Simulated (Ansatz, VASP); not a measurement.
**HfO2 in VASP and in Ansatz**

File INCAR:

```
SYSTEM = HfO2
PREC = Accurate
ENCUT = 520
EDIFF = 1E-6
ISMEAR = 0
SIGMA = 0.05
LREAL = .FALSE.
LASPH = .TRUE.
NELM = 80
ALGO = Normal
ISIF = 2
LWAVE = .FALSE.
LCHARG = .TRUE.
GGA = PE
LELF = .TRUE.
LVHAR = .TRUE.
NBANDS = 56
```

KPOINTS

```
Automatic mesh
0
G
  6 6 6
  0 0 0
```

Contents of POSCAR:

```
HfO2
1.0
    5.1150000000      0.0000000000      0.0000000000
    0.0000000000     -5.1150000000      0.0000000000
    0.0000000000      0.0000000000     -5.1150000000
Hf O
4 8
Direct
    0.0241923141      0.5241923141      0.5000000000
    0.5000000000      0.0000000000      0.5000000000
    0.5000000000      0.5000000000      0.0000000000
    0.0000000000      0.0000000000      0.0000000000
    0.2500000000      0.2500000000      0.2500000000
    0.7500000000      0.7500000000      0.2500000000
    0.7500000000      0.2500000000      0.7500000000
    0.2500000000      0.7500000000      0.7500000000
    0.7500000000      0.7500000000      0.7500000000
    0.2500000000      0.2500000000      0.7500000000
    0.2500000000      0.7500000000      0.2500000000
    0.7500000000      0.2500000000      0.2500000000
```

Input for Ansatz:

```yaml
crystal:
  lattice:
    - [5.115, 0.0, 0.0]
    - [0.0, -5.115, 0.0]
    - [0.0, 0.0, -5.115]
  atoms:
    - { symbol: Hf, position: [0.0241923141, 0.5241923141, 0.5] }
    - { symbol: Hf, position: [0.5, 0.0, 0.5] }
    - { symbol: Hf, position: [0.5, 0.5, 0.0] }
    - { symbol: Hf, position: [0.0, 0.0, 0.0] }
    - { symbol: O, position: [0.25, 0.25, 0.25] }
    - { symbol: O, position: [0.75, 0.75, 0.25] }
    - { symbol: O, position: [0.75, 0.25, 0.75] }
    - { symbol: O, position: [0.25, 0.75, 0.75] }
    - { symbol: O, position: [0.75, 0.75, 0.75] }
    - { symbol: O, position: [0.25, 0.25, 0.75] }
    - { symbol: O, position: [0.25, 0.75, 0.25] }
    - { symbol: O, position: [0.75, 0.25, 0.25] }
basis:
  ecutwfc: 420
kpoints:
  mp_grid: { grid: [6, 6, 6] }
hamiltonian:
  xc: pbe
scf:
  occupations: { method: gaussian, width: 0.05 }
output:
  forces: true
  stress: true
  eigenvalues: true
```

Alike in both runs: task single point; functional PBE; k mesh 6 × 6 × 6; occupations gaussian, width 0.05 eV; no spin polarisation.

|  | VASP | Ansatz |
| --- | --- | --- |
| version | VASP 6.6.1 | Ansatz 0.2.0 |
| potentials or method | VASP PAW PBE potentials, release 64 (Hf_pv, O), cutoff 520 eV | scalar-relativistic, plane waves, PAW |
| valence electrons in the cell | 88 | 152 |

|  | VASP | Ansatz | Ansatz less VASP |
| --- | --- | --- | --- |
| gap on the k mesh at the Fermi level (eV) | 3.51 | 3.52 | +0.008 |
| least direct gap on the mesh (eV) | 3.51 | 3.52 | +0.008 |
| pressure (GPa) | -5.1 | -1.5 | +3.52 |
| traceless stress, the component that is largest in VASP (GPa) | -0.94 | -0.94 | -0.004 |
| rms of the force components (eV/Å) | 0.621 | 0.629 | +0.0083 |

Atom by atom the forces differ by 0.016 eV/Å (rms over components). VASP's potentials hold 88 valence electrons a cell and Ansatz's 152, so a difference there can come from the potentials and not from the codes.

Spin-orbit coupling is off throughout.
